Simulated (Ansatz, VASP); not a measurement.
One calculation of W, two programs

INCAR

```
PREC     = Accurate       # precision mode
ENCUT    = 520            # plane-wave cutoff, eV
EDIFF    = 1E-6           # SCF threshold, eV
ISMEAR   = 0              # smearing method
SIGMA    = 0.15           # smearing width, eV
LREAL    = F              # projectors in reciprocal space
LASPH    = T              # aspherical terms in the spheres
NELM     = 100            # most SCF steps
ALGO     = Fast           # electronic algorithm
ISIF     = 2              # what is computed and relaxed
LWAVE    = F              # write WAVECAR
LCHARG   = F              # write CHGCAR
GGA      = PS             # functional
NBANDS   = 13             # bands
```

Contents of KPOINTS:

```
Automatic mesh
0
Gamma
  20 20 20
```

The input POSCAR:

```
W
1.0
    0.0000000000      2.0528375000      2.0528375000
    2.0300000000      0.0228375000      2.0300000000
    2.0300000000      2.0300000000      0.0228375000
W
1
Direct
    0.0000000000      0.0000000000      0.0000000000
```

Input for Ansatz:

```yaml
crystal:
  lattice:
    - [0.0, 2.0528375, 2.0528375]
    - [2.03, 0.0228375, 2.03]
    - [2.03, 2.03, 0.0228375]
  atoms:
    - { symbol: W, position: [0.0, 0.0, 0.0] }
basis:
  ecutwfc: 420
kpoints:
  mp_grid: { grid: [20, 20, 20] }
hamiltonian:
  xc: pbesol
scf:
  occupations: { method: gaussian, width: 0.15 }
output:
  forces: true
  stress: true
  eigenvalues: true
```

Change from the starting cell: strain +0.0225 x Voigt [0, 0, 0, 1, 0, 0], atoms carried along.

Alike in both runs: task single point; functional PBEsol; k mesh 20 × 20 × 20; occupations gaussian, width 0.15 eV; no spin polarisation.

|  | VASP | Ansatz |
| --- | --- | --- |
| version | VASP 6.6.1 | Ansatz 0.2.0 |
| potentials or method | VASP PAW PBE potentials, release 64 (W_sv), cutoff 520 eV | scalar-relativistic, plane waves, PAW |
| valence electrons in the cell | 14 | 14 |

|  | VASP | Ansatz | Ansatz less VASP |
| --- | --- | --- | --- |
| gap on the k mesh at the Fermi level (eV) | none | none | - |
| pressure (GPa) | -12.1 | -12.5 | -0.42 |
| traceless stress, the component that is largest in VASP (GPa) | 2.97 | 2.94 | -0.030 |

VASP's potentials were made for PBE, not for PBEsol. A gap of «none» marks a metal or a gap that the smearing closes.

Spin-orbit coupling is off throughout.
